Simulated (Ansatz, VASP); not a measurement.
## CsPbBr3: VASP beside Ansatz

Contents of INCAR:

```
  PREC = Accurate
  ENCUT = 520
  EDIFF = 1E-7
  ISMEAR = 0
  SIGMA = 0.05
  LREAL = False
  LASPH = True
  NELM = 100
  ALGO = Normal
  ISIF = 2
  LWAVE = False
  LCHARG = True
  GGA = PS
  LELF = True
  LVHAR = True
  NBANDS = 30
```

File KPOINTS:

```
regular mesh
0
Gamma
  6 6 6
```

POSCAR

```
CsPbBr3
1.0
    5.5765000000      0.0000000000      0.0000000000
    0.0000000000      5.5765000000      0.0000000000
    0.0000000000      0.0000000000      6.1635000000
Cs Pb Br
1 1 3
Direct
    0.0000000000      0.0000000000      0.0000000000
    0.5000000000      0.5000000000      0.5000000000
    0.0000000000      0.5000000000      0.5000000000
    0.5000000000      0.0000000000      0.5000000000
    0.5000000000      0.5000000000      0.0000000000
```

Input for Ansatz:

```yaml
crystal:
  lattice:
    - [5.5765, 0.0, 0.0]
    - [0.0, 5.5765, 0.0]
    - [0.0, 0.0, 6.1635]
  atoms:
    - { symbol: Cs, position: [0.0, 0.0, 0.0] }
    - { symbol: Pb, position: [0.5, 0.5, 0.5] }
    - { symbol: Br, position: [0.0, 0.5, 0.5] }
    - { symbol: Br, position: [0.5, 0.0, 0.5] }
    - { symbol: Br, position: [0.5, 0.5, 0.0] }
basis:
  ecutwfc: 420
kpoints:
  mp_grid: { grid: [6, 6, 6] }
hamiltonian:
  xc: pbesol
scf:
  occupations: { method: gaussian, width: 0.05 }
output:
  forces: true
  stress: true
  eigenvalues: true
```

Change from the starting cell: strain -0.050 along x and y, +0.050 along z, atoms carried along.

Alike in both runs: task single point; functional PBEsol; k mesh 6 × 6 × 6; occupations gaussian, width 0.05 eV; no spin polarisation.

|  | VASP | Ansatz |
| --- | --- | --- |
| version | VASP 6.6.1 | Ansatz 0.2.0 |
| potentials or method | VASP PAW PBE potentials, release 64 (Cs_sv, Pb_d, Br), cutoff 520 eV | scalar-relativistic, plane waves, PAW |
| valence electrons in the cell | 44 | 44 |

|  | VASP | Ansatz | Ansatz less VASP |
| --- | --- | --- | --- |
| gap on the k mesh at the Fermi level (eV) | 0.58 | 0.58 | 0.000 |
| least direct gap on the mesh (eV) | 0.58 | 0.58 | 0.000 |
| pressure (GPa) | 1.9 | 1.9 | 0.00 |
| traceless stress, the component that is largest in VASP (GPa) | -3.39 | -3.38 | +0.010 |

VASP's potentials were made for PBE, not for PBEsol.

Spin-orbit coupling is off throughout.
